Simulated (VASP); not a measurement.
# AlP5: single point with PBE

AlP5:

```xyz
6
Lattice="7.0086 0.0000 0.0000 0.0000 7.0086 0.0000 0.0000 0.0000 2.3415" Properties=species:S:1:pos:R:3 pbc="T T T"
Al    3.5043    3.5043    0.0000
P     5.3339    5.3339    0.0000
P     1.6747    1.6747    0.0000
P     1.6747    5.3339    0.0000
P     5.3339    1.6747    0.0000
P     0.0000    0.0000    0.0000
```

The cell was generated, and may not be a known phase.

| Quantity | Value |
| --- | --- |
| Program | VASP 6.6.1 |
| Task | single point |
| Functional | PBE |
| Potentials or basis | VASP PAW PBE potentials, release 64 (Al, P) |
| Cutoff | 520 eV |
| k mesh | 4 × 4 × 8 |
| Occupations | gaussian, width 0.1 eV |
| Spin | no spin polarisation |
| Dipole correction | no |
| Further INCAR settings | ALGO = Normal; EDIFF = 1e-07; NBANDS = 23 |

```json
{
 "Pressure": "0.0 GPa",
 "Largest force": "0.040 eV/Å",
 "Band gap on the k mesh": "zero (bands 14 and 15 overlap by 1.28 eV)"
}
```

Forces on the atoms (eV/Å):
```
Al   0.000  0.000  0.000
P    0.028  0.028  0.000
P   -0.028 -0.028  0.000
P   -0.028  0.028  0.000
P    0.028 -0.028  0.000
P    0.000  0.000  0.000
```

Stress tensor (GPa, compression positive):
```
0.01 0.00 0.00
0.00 0.01 0.00
0.00 0.00 0.09
```

Levels at points of the mesh, in eV from the Fermi level:
```tsv
k point	band 12	band 13	band 14	band 15	band 16	band 17
(0.00, 0.00, 0.00)	-1.70	-0.24	0.23	0.23	0.94	3.15
(0.50, 0.00, 0.00)	-2.72	-1.28	-0.95	2.89	3.85	4.08
(0.50, 0.50, 0.00)	-2.39	-1.15	-0.03	0.71	0.71	6.85
(0.00, 0.00, 0.50)	-2.42	-0.61	-0.19	0.66	1.44	2.32
(0.50, 0.00, 0.50)	-1.50	-1.10	0.18	0.37	1.10	2.39
(0.50, 0.50, 0.50)	-2.23	-1.13	-0.78	0.92	1.65	1.65
```

Run time: 81 s on 1 thread of Intel Xeon 8259CL, with other jobs on the host, peak memory 0.24 GiB.
